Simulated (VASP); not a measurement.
# SrO: single point with PBE

SrO:

```xyz
2
Lattice="0.0000 2.5524 2.5524 2.5524 0.0000 2.5524 2.5524 2.5524 0.0000" Properties=species:S:1:pos:R:3 pbc="T T T"
Sr    2.5524    2.5524    2.5524
O     0.0000    0.0000    0.0000
```

* Program: VASP 6.6.1
* Task: single point
* Functional: PBE
* Potentials or basis: VASP PAW PBE potentials, release 64 (Sr_sv, O)
* Cutoff: 600 eV
* k mesh: 6 × 6 × 6
* Occupations: gaussian, width 0.01 eV
* Spin: no spin polarisation
* Dipole correction: no
* Further INCAR settings: ALGO = Normal; EDIFF = 1e-06; NBANDS = 15

```json
{"Pressure": "5.6 GPa", "Band gap on the k mesh": "3.25 eV (least direct gap 3.32 eV)"}
```

Levels at points of the mesh, in eV from the valence-band top:
| k point | band 4 | band 5 | band 6 | band 7 | band 8 | band 9 | band 10 | band 11 | band 12 | band 13 |
| --- | --- | --- | --- | --- | --- | --- | --- | --- | --- | --- |
| (0.00, 0.00, 0.00) | -13.93 | -13.93 | 0.00 | 0.00 | 0.00 | 4.14 | 6.26 | 6.26 | 6.26 | 8.48 |
| (0.50, 0.00, 0.00) | -14.01 | -12.73 | -2.21 | -1.18 | -1.18 | 6.65 | 8.63 | 8.97 | 8.97 | 12.13 |
| (0.50, 0.50, 0.00) | -14.32 | -14.32 | -0.39 | -0.07 | -0.07 | 3.25 | 7.97 | 10.32 | 10.58 | 11.27 |

Run time: 9.6 s on 1 thread of Intel(R) Xeon(R) Platinum 8488C (Sapphire Rapids), on a shared host, peak memory 0.17 GiB.

Caveat: the cell stands under pressure. PBE gaps usually lie below the measured ones, often by a third to a half.
